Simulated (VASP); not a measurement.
# BN (P6_3/mmc) in VASP: a series of runs

Aim: see how the results for BN move with the level of theory and the settings. Levels: LDA, HSE06. Tasks: single point.

All numbers are computed with VASP 6.6.1; they aren't measurements. Logs are shortened: lines on timing, memory, paths and dates and some standing lists are left out, and cuts for length are marked.

### Step 1. The cell of the first run

Symmetry: P6_3/mmc, No. 194, hexagonal system. The conventional cell has a = 2.491 Å, b = 2.491 Å, c = 4.001 Å, α = 90.00°, β = 90.00°, γ = 120.00°. B (site symmetry -3m) has 6 N at 1.75 Å and 2 B at 2.00 Å within 2.3 Å. Within 2.3 Å of N (site symmetry -6m2) lie 6 B at 1.75 Å.

### Step 2. Single point, LDA

File INCAR:

```
PREC = Accurate
ENCUT = 520
EDIFF = 1E-6
ISMEAR = 0
SIGMA = 0.01
LREAL = F
LASPH = T
NELM = 100
ALGO = Normal
ISIF = 2
LWAVE = F
LCHARG = F
GGA = CA
NBANDS = 16
```

File KPOINTS:

```
regular mesh
0
Gamma
  12 12 6
```

File POSCAR:

```
BN
1.0
    2.4913353474      0.0000000000      0.0000000000
   -1.2456676737      2.1575597002      0.0000000000
    0.0000000000      0.0000000000      4.0010591824
B N
2 2
Direct
    0.0000000000      0.0000000000      0.0000000000
    0.0000000000      0.0000000000      0.5000000000
    0.3333333333      0.6666666667      0.2500000000
    0.6666666667      0.3333333333      0.7500000000
```

Potentials or basis: VASP PAW LDA potentials, release 64 (B, N).

Launch:

```console
> cat potpaw_LDA.64/B/POTCAR potpaw_LDA.64/N/POTCAR > POTCAR
> mpirun -np 1 vasp_std > vasp.out
```

OUTCAR:

```text
PREC = Accurate
   ENCUT = 520
   EDIFF = 1E-6
   ISMEAR = 0
   LREAL = F
   LASPH = T
   NELM = 100
   ISIF = 2
   GGA = CA

 ion  position               nearest neighbor table
   1  0.000  0.000  0.000-   3 1.75   4 1.75   4 1.75   3 1.75   4 1.75   3 1.75   2 2.00   2 2.00

   2  0.000  0.000  0.500-   3 1.75   4 1.75   4 1.75   3 1.75   4 1.75   3 1.75   1 2.00   1 2.00

   3  0.333  0.667  0.250-   1 1.75   2 1.75   1 1.75   2 1.75   1 1.75   2 1.75
   4  0.667  0.333  0.750-   1 1.75   2 1.75   1 1.75   2 1.75   1 1.75   2 1.75

  LATTYP: Found a hexagonal cell.
 ALAT       =     2.4913353474
 C/A-ratio  =     1.6059898105

  Lattice vectors:

 A1 = (   2.4913353474,   0.0000000000,   0.0000000000)
 A2 = (  -1.2456676737,   2.1575597002,   0.0000000000)
 A3 = (   0.0000000000,   0.0000000000,   4.0010591824)

Analysis of symmetry for initial positions (statically):
=====================================================================
 Subroutine PRICEL returns:
 Original cell was already a primitive cell.

 Routine SETGRP: Setting up the symmetry group for a
 hexagonal supercell.

 Subroutine GETGRP returns: Found 24 space group operations
 (whereof 12 operations were pure point group operations)
 out of a pool of 24 trial point group operations.

The static configuration has the point symmetry D_3d.
 The point group associated with its full space group is D_6h.

Analysis of symmetry for dynamics (positions and initial velocities):
=====================================================================
 Subroutine PRICEL returns:
 Original cell was already a primitive cell.

 Routine SETGRP: Setting up the symmetry group for a
 hexagonal supercell.

 Subroutine GETGRP returns: Found 24 space group operations
 (whereof 12 operations were pure point group operations)
 out of a pool of 24 trial point group operations.

The dynamic configuration has the point symmetry D_3d.
 The point group associated with its full space group is D_6h.

 Subroutine INISYM returns: Found 24 space group operations
 (whereof 12 operations are pure point group operations),
 and found     1 'primitive' translations

----------------------------------------------------------------------------------------

                                     Primitive cell

  volume of cell :      21.5065

  direct lattice vectors                    reciprocal lattice vectors
     2.491335347  0.000000000  0.000000000     0.401391166  0.231743298  0.000000000
    -1.245667674  2.157559700  0.000000000     0.000000000  0.463486595  0.000000000
     0.000000000  0.000000000  4.001059182     0.000000000  0.000000000  0.249933819

  length of vectors
     2.491335347  2.491335347  4.001059182     0.463486595  0.463486595  0.249933819

  position of ions in fractional coordinates (direct lattice)
     0.000000000  0.000000000  0.000000000
     0.000000000  0.000000000  0.500000000
     0.333333333  0.666666667  0.250000000
     0.666666667  0.333333333  0.750000000

  ion indices of the primitive-cell ions
   primitive index   ion index
                 1           1
                 2           2
                 3           3
                 4           4

----------------------------------------------------------------------------------------

 KPOINTS: regular mesh

Automatic generation of k-mesh.
 Grid dimensions read from file:
 generate k-points for:   12   12    6

 Generating k-lattice:

  Cartesian coordinates                     Fractional coordinates (reciprocal lattice)
     0.033449264  0.019311941  0.000000000     0.083333333  0.000000000  0.000000000
     0.000000000  0.038623883  0.000000000     0.000000000  0.083333333  0.000000000
     0.000000000  0.000000000  0.041655636     0.000000000  0.000000000  0.166666667

  Length of vectors
     0.038623883  0.038623883  0.041655636

  Shift w.r.t. Gamma in fractional coordinates (k-lattice)
     0.000000000  0.000000000  0.000000000

 Subroutine IBZKPT returns following result:
 ===========================================

 Found     76 irreducible k-points:

 Following reciprocal coordinates:
            Coordinates               Weight
  0.000000  0.000000  0.000000      1.000000
  0.083333  0.000000  0.000000      6.000000
  0.166667  0.000000  0.000000      6.000000
  0.250000  0.000000  0.000000      6.000000
  0.333333  0.000000  0.000000      6.000000
  0.416667  0.000000  0.000000      6.000000
[... 16 lines left out ...]
  0.250000  0.000000  0.166667     12.000000
  0.333333  0.000000  0.166667     12.000000
 [... further k-points ...]
   k-points           NKPTS =     76   k-points in BZ     NKDIM =     76   number of bands    NBANDS=     16
   number of dos      NEDOS =    301   number of ions     NIONS =      4
   total plane-waves  NPLWV =  12000
   dimension x,y,z NGX =    20 NGY =   20 NGZ =   30
   dimension x,y,z NGXF=    40 NGYF=   40 NGZF=   60
   ions per type =               2   2
   NGX,Y,Z   is equivalent  to a cutoff of  13.35, 13.35, 12.47 a.u.
   NGXF,Y,Z  is equivalent  to a cutoff of  26.69, 26.69, 24.93 a.u.
 SYSTEM =  unknown system
   PREC   = accura    normal or accurate (medium, high low for compatibility)
   ISTART =      0    job   : 0-new  1-cont  2-samecut
   ICHARG =      2    charge: 1-file 2-atom 10-const
   ISPIN  =      1    spin polarized calculation?
   LNONCOLLINEAR =      F non collinear calculations
   LSORBIT =      F    spin-orbit coupling
   LASPH  =      T    aspherical Exc in radial PAW
   ENCUT  =  520.0 eV  38.22 Ry    6.18 a.u.   4.63  4.63  7.44*2*pi/ulx,y,z
   NELM   =    100;   NELMIN=  2; NELMDL= -5     # of ELM steps
   EDIFF  = 0.1E-05   stopping-criterion for ELM
   LREAL  =      F    real-space projection
[... 7 lines left out ...]
   TEBEG  =    0.0;   TEEND  =   0.0 temperature during run
   PSTRESS=    0.0 pullay stress
   NELECT =      16.0000    total number of electrons
   NUPDOWN=      -1.0000    fix difference up-down
   EMIN   =  10.00;   EMAX   =-10.00  energy-range for DOS
   EFERMI =   0.00;   METHOD = LEGACY
   ISMEAR =     0;   SIGMA  =   0.01  broadening in eV -4-tet -1-fermi 0-gaus
   EFERMI_NEDOS =   21; number of points for ismear=-14 and -15
   IALGO  =     38    algorithm
   IMIX   =      4    mixing-type and parameters
     AMIX     =   0.40;   BMIX     =  1.00
     AMIX_MAG =   1.60;   BMIX_MAG =  1.00
  volume/ion in A,a.u.               =       5.38        36.28
  Fermi-wavevector in a.u.,A,eV,Ry     =   1.483400  2.803219 29.939272  2.200474
  Thomas-Fermi vector in A             =   2.597066
   LORBIT       =      0    0 simple, 1 ext, 2 COOP (PROOUT), +10 PAW based schemes
   GGA     = CA    functional components
   LHFCALC =     F    Hartree Fock is set to
   AEXX    =    0.0000 exact exchange contribution
   IVDW    =     0    specifies the selected vdW correction
   LEPSILON=     F    determine dielectric tensor
   LRPA    =     F    only Hartree local field effects (RPA)
 non-spin polarized calculation
 Gauss-broadening in eV      SIGMA  =   0.01
  energy-cutoff  :      520.00
  volume of cell :       21.51
 maximum number of plane-waves:       592
 NGX is ok and might be reduce to    20
   NGX =  9   NGY =  9   NGZ = 15

 number of electron      16.0000002 magnetization

 Free energy of the ion-electron system (eV)
  ---------------------------------------------------
  ext. energy  EPLUGINS =         0.00000000
  ---------------------------------------------------
  free energy    TOTEN  =       -31.85217782 eV

  energy without entropy =      -31.85217782  energy(sigma->0) =      -31.85217782

 E-fermi :  10.2299     XC(G=0): -13.8375

 val. band max:       10.1608243248   @ k =   0.1667   0.0000   0.0000
 cond. band min:      11.8354956542   @ k =   0.3333   0.3333   0.0000
 fundamental gap:      1.6746713295
 Fermi energy:        10.2299352711

 k-point     1 :       0.0000    0.0000    0.0000
  band No.  band energies     occupation
      1     -11.9871      2.00000
      2      -6.8336      2.00000
      3      -2.0061      2.00000
      4       8.6815      2.00000
      5       8.6815      2.00000
      6       9.4868      2.00000
[... 8 lines left out ...]
     15      24.6618      0.00000
     16      25.2417      0.00000

 k-point     2 :       0.0833    0.0000    0.0000
  band No.  band energies     occupation
      1     -11.8164      2.00000
      2      -6.6735      2.00000
      3      -1.8570      2.00000
      4       7.3897      2.00000
      5       7.9387      2.00000
      6       9.1891      2.00000
[... 8 lines left out ...]
     15      24.2163      0.00000
     16      25.2426      0.00000

 k-point     3 :       0.1667    0.0000    0.0000
  band No.  band energies     occupation
      1     -11.3069      2.00000
      2      -6.2047      2.00000
      3      -1.4140      2.00000
      4       5.0026      2.00000
      5       6.8467      2.00000
      6       7.8870      2.00000
[... 8 lines left out ...]
     15      23.3915      0.00000
     16      24.8628      0.00000

 k-point     4 :       0.2500    0.0000    0.0000
  band No.  band energies     occupation
      1     -10.4684      2.00000
      2      -5.4768      2.00000
      3      -0.6938      2.00000
      4       2.4587      2.00000
      5       5.8506      2.00000
      6       6.0215      2.00000
[... 8 lines left out ...]
     15      22.5190      0.00000
     16      24.8931      0.00000
[... 324 lines left out ...]
 k-point    22 :       0.1667    0.0000    0.1667
  band No.  band energies     occupation
      1     -11.1125      2.00000
      2      -6.9778      2.00000
      3      -0.3405      2.00000
      4       5.1634      2.00000
      5       7.0126      2.00000
      6       7.5643      2.00000
[... 8 lines left out ...]
     15      22.3698      0.00000
     16      24.8890      0.00000

 k-point    23 :       0.2500    0.0000    0.1667
  band No.  band energies     occupation
      1     -10.2754      2.00000
      2      -6.2139      2.00000
      3       0.2469      2.00000
      4       2.7022      2.00000
      5       5.5718      2.00000
      6       6.0383      2.00000
[... 8 lines left out ...]
     15      21.5787      0.00000
     16      24.9429      0.00000

 k-point    24 :       0.3333    0.0000    0.1667
  band No.  band energies     occupation
      1      -9.1370      2.00000
      2      -5.2911      2.00000
      3      -0.1111      2.00000
      4       1.5537      2.00000
      5       3.5251      2.00000
      6       5.2795      2.00000
[... 8 lines left out ...]
     15      22.6665      0.00000
     16      25.1178      0.00000

 [... further k-points ...]

------------------------ aborting loop because EDIFF is reached ----------------------------------------

  FORCE on cell =-STRESS in cart. coord.  units (eV):
  Direction    XX          YY          ZZ          XY          YZ          ZX
  --------------------------------------------------------------------------------------
  -------------------------------------------------------------------------------------
  Total       -1.4448602     -1.4448602     -0.9219724      0.0000000      0.0000000      0.0000000
  in kB     -107.6382002   -107.6382002    -68.6844635      0.0000000      0.0000000      0.0000000
  external PRESSURE =     -94.6536213 kB  Pullay stress =       0.0000000 kB

 VOLUME and BASIS-vectors are now :
 -----------------------------------------------------------------------------
  energy-cutoff  :      520.00
  volume of cell :       21.51
      direct lattice vectors                 reciprocal lattice vectors
     2.491335347  0.000000000  0.000000000     0.401391166  0.231743298  0.000000000
    -1.245667674  2.157559700  0.000000000     0.000000000  0.463486595  0.000000000
     0.000000000  0.000000000  4.001059182     0.000000000  0.000000000  0.249933819

 POSITION                                       TOTAL-FORCE (eV/Angst)
 -----------------------------------------------------------------------------------
      0.00000      0.00000      0.00000        -0.000000      0.000000      0.000000
      0.00000      0.00000      2.00053        -0.000000      0.000000      0.000000
     -0.00000      1.43837      1.00026        -0.000000      0.000000     -0.000000
      1.24567      0.71919      3.00079         0.000000      0.000000     -0.000000
 -----------------------------------------------------------------------------------
    total drift:                                0.000000     -0.000000      0.000000

  FREE ENERGIE OF THE ION-ELECTRON SYSTEM (eV)
  ---------------------------------------------------
  free  energy   TOTEN  =       -31.8521778178 eV

  energy  without entropy=      -31.8521778178  energy(sigma->0) =      -31.85217782
```

It took 30 s on 1 thread of Intel Xeon 8259CL, shared host; peak memory 0.13 GiB.

Results:

* Free energy: -31.8522 eV
* Pressure: -9.5 GPa
* Band gap on the k mesh: 1.67 eV (least direct gap 5.27 eV)

Levels at points of the mesh, in eV from the valence-band top:
| k point | band 6 | band 7 | band 8 | band 9 | band 10 | band 11 |
| --- | --- | --- | --- | --- | --- | --- |
| (0.00, 0.00, 0.00) | -0.67 | -0.67 | -0.20 | 5.87 | 8.17 | 8.17 |
| (0.50, 0.00, 0.00) | -5.73 | -4.30 | -0.58 | 5.25 | 5.62 | 5.98 |
| (0.00, 0.00, 0.50) | -0.97 | -0.97 | -0.97 | 7.17 | 7.17 | 7.65 |
| (0.50, 0.00, 0.50) | -3.92 | -3.24 | -3.24 | 4.81 | 4.81 | 7.49 |

Caveat: the cell stands under tension. A k mesh can miss the band edges.

### Step 3. Single point, HSE06

POSCAR is that of step 2.

File INCAR.step1:

```
  PREC = Accurate
  ENCUT = 520
  EDIFF = 1E-5
  ISMEAR = 0
  SIGMA = 0.01
  LREAL = False
  LASPH = True
  NELM = 60
  ALGO = Normal
  ISIF = 2
  LWAVE = True
  LCHARG = False
  NBANDS = 16
  GGA = PE
```

File INCAR.step2:

```
  PREC = Accurate
  ENCUT = 520
  EDIFF = 1E-6
  ISMEAR = 0
  SIGMA = 0.01
  LREAL = False
  LASPH = True
  NELM = 60
  ALGO = Normal
  ISIF = 2
  LWAVE = False
  LCHARG = False
  GGA = PE
  LHFCALC = True
  HFSCREEN = 0.2079
  PRECFOCK = Normal
  NBANDS = 16
  ISTART = 1
```

File KPOINTS:

```
regular mesh
0
Gamma
  6 6 4
```

Potentials or basis: VASP PAW PBE potentials, release 64 (B, N).

Launch:

```console
> cat potpaw_PBE.64/B/POTCAR potpaw_PBE.64/N/POTCAR > POTCAR
> cp INCAR.step1 INCAR
> mpirun -np 1 vasp_std > vasp.out
> cp INCAR.step2 INCAR
> mpirun -np 1 vasp_std > vasp.out
```

It took 17 min on 1 thread of Intel Xeon 8259CL, shared host; peak memory 0.23 GiB.

Results (log left out):

| Item | Value |
| --- | --- |
| Free energy | -33.1301 eV |
| Pressure | -7.7 GPa |
| Band gap on the k mesh | 2.60 eV (least direct gap 6.86 eV) |

Stress tensor (GPa, compression positive):
```
-8.92  0.00  0.00
 0.00 -8.92  0.00
 0.00  0.00 -5.31
```

Levels at points of the mesh, in eV from the valence-band top:
```
           k point  band 4  band 5  band 6  band 7  band 8  band 9  band 10  band 11  band 12  band 13
(0.00, 0.00, 0.00)   -1.63   -1.63   -0.73   -0.73   -0.26    7.23     9.77    10.05    10.05    10.34
(0.50, 0.00, 0.00)  -10.97   -9.04   -6.25   -4.67   -0.63    6.76     6.89     7.26     7.82    12.33
(0.00, 0.00, 0.50)   -6.67   -1.07   -1.07   -1.07   -1.07    8.59     8.59     9.36     9.36     9.36
(0.50, 0.00, 0.50)  -13.31   -4.25   -4.25   -3.57   -3.57    6.07     6.07     9.02     9.02    12.47
```

Caveat: the k points lie up to 0.49 Å⁻¹ apart; the PAW data sets were made with another functional, which shifts forces and pressure a little. A k mesh can miss the band edges.
